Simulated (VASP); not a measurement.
A run of VASP 6.6.1 is set up as follows.

Contents of INCAR:

```
  PREC = Accurate
  ENCUT = 520
  EDIFF = 1E-6
  ISMEAR = -1
  SIGMA = 0.08
  LREAL = False
  LASPH = True
  NELM = 100
  ALGO = Normal
  ISIF = 2
  LWAVE = False
  LCHARG = False
  GGA = PS
  NBANDS = 16
```

KPOINTS

```
regular mesh
0
Gamma
  12 12 12
```

POSCAR

```
GaP
1.0
    0.0000000000      2.7161353834      2.7161353834
    2.7161353834      0.0000000000      2.7161353834
    2.7161353834      2.7161353834      0.0000000000
Ga P
1 1
Direct
    0.0000000000      0.0000000000      0.0000000000
    0.7500000000      0.7500000000      0.7500000000
```

Potentials or basis: VASP PAW PBE potentials, release 64 (Ga_d, P).

Launch:

```bash
$ cat potpaw_PBE.64/Ga_d/POTCAR potpaw_PBE.64/P/POTCAR > POTCAR
$ mpirun -np 1 vasp_std > vasp.out
```

Task: What does it give for the band gap on the k mesh?

Result: 1.45 eV, indirect (least direct gap 1.83 eV).

Task: What does it give for the pressure?

Result: 0.2 GPa.

Caveat: the PAW data sets were made with another functional, which shifts forces and pressure a little. A k mesh can miss the band edges.
